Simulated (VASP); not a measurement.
**BaS: single point with HSE06**

BaS:

```xyz
2
Lattice="0.0000 3.1723 3.1723 3.1723 0.0000 3.1723 3.1723 3.1723 0.0000" Properties=species:S:1:pos:R:3 pbc="T T T"
Ba    0.0000    0.0000    0.0000
S     3.1723    3.1723    3.1723
```

| Quantity | Value |
| --- | --- |
| Program | VASP 6.6.1 |
| Task | single point |
| Functional | HSE06 |
| Potentials or basis | VASP PAW PBE potentials, release 64 (Ba_sv, S) |
| Cutoff | 520 eV |
| k mesh | 4 × 4 × 4 |
| Occupations | fermi-dirac, width 0.05 eV |
| Spin | no spin polarisation |

```json
{
 "Pressure": "2.0 GPa",
 "Band gap on the k mesh": "2.98 eV (least direct gap 3.13 eV)"
}
```

Levels at points of the mesh, in eV from the valence-band top:
```csv
k point,band 6,band 7,band 8,band 9,band 10,band 11
"(0.00, 0.00, 0.00)",0.00,0.00,0.00,4.69,4.92,4.92
"(0.50, 0.00, 0.00)",-2.12,-1.20,-1.20,6.72,6.78,7.64
"(0.50, 0.50, 0.00)",-0.57,-0.14,-0.14,2.98,7.15,7.33
```

It took 8.8 min on 1 thread of Intel(R) Xeon(R) Platinum 8375C CPU @ 2.90GHz (Ice Lake) (shared host), peak memory 0.31 GiB.

Caveat: the k points lie up to 0.43 Å⁻¹ apart; the PAW data sets were made with another functional, which shifts forces and pressure a little; spin-orbit coupling is left out, which moves the levels of the heavy elements. A k mesh can miss the band edges.
